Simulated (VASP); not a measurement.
KBr: G0W0 quasiparticle levels with r2SCAN

KBr:

```xyz
2
Lattice="3.9763 0.0000 0.0000 0.0000 3.9763 0.0000 0.0000 0.0000 3.9763" Properties=species:S:1:pos:R:3 pbc="T T T"
K     0.0000    0.0000    0.0000
Br    1.9882    1.9882    1.9882
```

```yaml
Program: VASP 6.6.1
Task: G0W0 quasiparticle levels
Functional: r2SCAN
Potentials_or_basis: VASP PAW PBE potentials, release 64 (K_sv_GW, Br_GW)
Cutoff: 500 eV
k_mesh: 6 × 6 × 6
Occupations: gaussian, width 0.01 eV
Spin: no spin polarisation
Dipole_correction: no
GW_scheme: G0W0
GW_iterations: 1
Cutoff_of_the_response_function: 80
Frequency_points: 96
Empty_bands: 102
Further_INCAR_settings: ALGO = EVGW0; EDIFF = 1e-08; NBANDS = 110
```

| Property | Result |
| --- | --- |
| Quasiparticle gap | 6.48 eV |
| Least direct quasiparticle gap | 6.80 eV |
| Band gap of the starting levels on the mesh | 4.77 eV |
| Least direct gap of the starting levels on the mesh | 5.05 eV |

Wall time 7.9 min on 1 thread of Intel(R) Xeon(R) 6975P-C (Granite Rapids) (shared host), peak memory 1.3 GiB.

Caveat: bands, screening cutoff and mesh are small and nothing is extrapolated, so the quasiparticle values aren't converged; the structure was generated, so it needn't be the stable form of KBr.
